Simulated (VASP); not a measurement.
Input of a VASP 6.6.1 run:

The input INCAR:

```
SYSTEM = CdS
  ALGO = Normal
  EDIFF = 1E-6
  ENCUT = 500
  GGA = PE
  GGA_COMPAT = .False.
  ISIF = 2
  ISMEAR = -1
  LASPH = .True.
  LCHARG = .False.
  LREAL = .False.
  LWAVE = .False.
  NBANDS = 16
  NELM = 120
  PREC = Accurate
  SIGMA = 0.02
```

The input KPOINTS:

```
k-points
0
Gamma
  8 8 8
  0 0 0
```

Contents of POSCAR:

```
CdS
1.0
    0.0000000000      2.9392148430      3.0273912883
    2.9392148430      0.0000000000      3.0273912883
    2.9392148430      2.9392148430      0.0000000000
Cd S
1 1
Direct
    0.0000000000      0.0000000000      0.0000000000
    0.2500000000      0.2500000000      0.2500000000
```

Potentials or basis: VASP PAW PBE potentials, release 64 (Cd, S).

Command:

```sh
$ cat potpaw_PBE.64/Cd/POTCAR potpaw_PBE.64/S/POTCAR > POTCAR
$ mpirun -np 1 vasp_std > vasp.out
```

(1) Predict the pressure.

(2) Predict the band gap on the k mesh.

Answers

(1) 0.0 GPa.

(2) 1.00 eV.

Caveat: the cell differs from its parent crystal (uniaxial z strain +3.0%).
